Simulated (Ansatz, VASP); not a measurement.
## PbS: VASP beside Ansatz

POSCAR

```
PbS
1.0
    4.1234513036      0.0000000000      0.0000000000
   -2.0617256518      3.5710135802      0.0000000000
    0.0000000000      0.0000000000      7.3337316306
Pb S
2 2
Direct
    0.0000000000      0.0000000000      0.0000000000
    0.0000000000      0.0000000000      0.5000000000
    0.3333333333      0.6666666667      0.2500000000
    0.6666666667      0.3333333333      0.7500000000
```

INCAR.step1

```
SYSTEM = PbS
PREC     = Accurate       ! precision mode
ENCUT    = 520            ! plane-wave cutoff, eV
ISMEAR   = -1             ! smearing method
SIGMA    = 0.02           ! smearing width, eV
LREAL    = .False.        ! projectors in reciprocal space
LASPH    = .True.         ! aspherical terms in the spheres
NELM     = 60             ! most SCF steps
NBANDS   = 28             ! bands
GGA      = PE             ! functional
ALGO     = Normal         ! electronic algorithm
EDIFF    = 1E-4           ! SCF threshold, eV
LWAVE    = .True.         ! write WAVECAR
LCHARG   = .False.        ! write CHGCAR
```

INCAR.step2

```
SYSTEM = PbS
PREC     = Accurate       ! precision mode
ENCUT    = 520            ! plane-wave cutoff, eV
EDIFF    = 1E-6           ! SCF threshold, eV
ISMEAR   = -1             ! smearing method
SIGMA    = 0.02           ! smearing width, eV
LREAL    = .False.        ! projectors in reciprocal space
LASPH    = .True.         ! aspherical terms in the spheres
NELM     = 60             ! most SCF steps
ALGO     = Normal         ! electronic algorithm
ISIF     = 2              ! what is computed and relaxed
LWAVE    = .False.        ! write WAVECAR
LCHARG   = .False.        ! write CHGCAR
METAGGA  = R2SCAN         ! meta-GGA
LMIXTAU  = .True.       
NBANDS   = 28             ! bands
ISTART   = 1
```

KPOINTS

```
Automatic mesh
0
Gamma
  6 6 4
  0 0 0
```

Input for Ansatz:

```yaml
crystal:
  lattice:
    - [4.1234513036, 0.0, 0.0]
    - [-2.0617256518, 3.5710135802, 0.0]
    - [0.0, 0.0, 7.3337316306]
  atoms:
    - { symbol: Pb, position: [0.0, 0.0, 0.0] }
    - { symbol: Pb, position: [0.0, 0.0, 0.5] }
    - { symbol: S, position: [0.3333333333, 0.6666666667, 0.25] }
    - { symbol: S, position: [0.6666666667, 0.3333333333, 0.75] }
kpoints:
  mp_grid: { grid: [6, 6, 4] }
hamiltonian:
  xc: r2scan
scf:
  occupations: { method: fermi_dirac, width: 0.02 }
  n_extra_bands: 5
output:
  forces: true
  stress: true
  eigenvalues: true
```

Alike in both runs: task single point; functional r2SCAN; k mesh 6 × 6 × 4; occupations fermi-dirac, width 0.02 eV; no spin polarisation.

```csv
,VASP,Ansatz
version,VASP 6.6.1,Ansatz 0.2.0
potentials or method,"VASP PAW PBE potentials, release 64 (Pb_d, S)","plane waves, PAW"
plane-wave cutoff (eV),520,500
valence electrons in the cell,40,40
```

|  | VASP | Ansatz | Ansatz less VASP |
| --- | --- | --- | --- |
| pressure (GPa) | 0.0 | 0.0 | +0.02 |

VASP's potentials were made for PBE, not for r2SCAN.

Spin-orbit coupling is off throughout.
